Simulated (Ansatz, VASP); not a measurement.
# One calculation of Ag, two programs

```
Ag
1.0
     2.82974    0.00000    0.00000
     0.00000    2.82974    0.00000
     0.00000    0.00000   24.00370
Ag
5
Direct
  0.00000 0.00000 0.33515
  0.50000 0.50000 0.41653
  0.00000 0.00000 0.50000
  0.50000 0.50000 0.58347
  0.00000 0.00000 0.66485
```

Alike in both runs: functional LDA; k mesh 12 × 12 × 1; occupations fermi-dirac, width 0.1 eV; no spin polarisation.

Ansatz relaxed the structure, and its values are those at the end. VASP's run is a single point on that final structure, the one shown.

|  | VASP | Ansatz |
| --- | --- | --- |
| version | VASP 6.6.1 | Ansatz 0.2.0 |
| potentials or method | VASP PAW LDA potentials, release 64 (Ag), cutoff 520 eV | all-electron LAPW, scalar-relativistic |

```csv
,VASP,Ansatz,Ansatz less VASP
rms of the force components (eV/Å),0.006,0.003,-0.0034
```

LDA's correlation is that of Perdew and Zunger in VASP and of Perdew and Wang (1992) in Ansatz. Ansatz ran all-electron here, and VASP with PAW potentials.
